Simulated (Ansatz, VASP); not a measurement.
# Cu: VASP beside Ansatz

File INCAR:

```
ALGO = Fast
EDIFF = 1E-6
ENCUT = 520
GGA = PS
ISIF = 2
ISMEAR = 0
LASPH = True
LCHARG = False
LREAL = False
LWAVE = False
NBANDS = 12
NELM = 60
PREC = Accurate
SIGMA = 0.15
```

File KPOINTS:

```
k-points
0
Gamma
  24 24 24
```

POSCAR

```
Cu
1.0
   -1.4860771196      1.4860771196      1.3554402282
    1.4860771196     -1.4860771196      1.3554402282
    1.4860771196      1.4860771196     -1.3554402282
Cu
1
Direct
    0.0000000000      0.0000000000      0.0000000000
```

Input for Ansatz:

```yaml
crystal:
  lattice:
    - [-1.4860771196, 1.4860771196, 1.3554402282]
    - [1.4860771196, -1.4860771196, 1.3554402282]
    - [1.4860771196, 1.4860771196, -1.3554402282]
  atoms:
    - { symbol: Cu, position: [0.0, 0.0, 0.0] }
basis:
  ecutwfc: 420
kpoints:
  mp_grid: { grid: [24, 24, 24] }
hamiltonian:
  xc: pbesol
scf:
  occupations: { method: gaussian, width: 0.15 }
output:
  forces: true
  stress: true
  eigenvalues: true
```

Change from the starting cell: strain +0.030 along x and y, -0.015 along z, atoms carried along.

Alike in both runs: task single point; functional PBEsol; k mesh 24 × 24 × 24; occupations gaussian, width 0.15 eV; no spin polarisation.

|  | VASP | Ansatz |
| --- | --- | --- |
| version | VASP 6.6.1 | Ansatz 0.2.0 |
| potentials or method | VASP PAW PBE potentials, release 64 (Cu), cutoff 520 eV | scalar-relativistic, plane waves, PAW |
| valence electrons in the cell | 11 | 19 |

|  | VASP | Ansatz | Ansatz less VASP |
| --- | --- | --- | --- |
| gap on the k mesh at the Fermi level (eV) | none | none | - |
| pressure (GPa) | -6.8 | -7.5 | -0.67 |
| traceless stress, the component that is largest in VASP (GPa) | 0.30 | 0.26 | -0.041 |

VASP's potentials were made for PBE, not for PBEsol. A gap of «none» marks a metal or a gap that the smearing closes. With one functional, cell and mesh, what is left measures potentials, basis and numerics. VASP's potentials hold 11 valence electrons a cell and Ansatz's 19, so a difference there can come from the potentials and not from the codes.
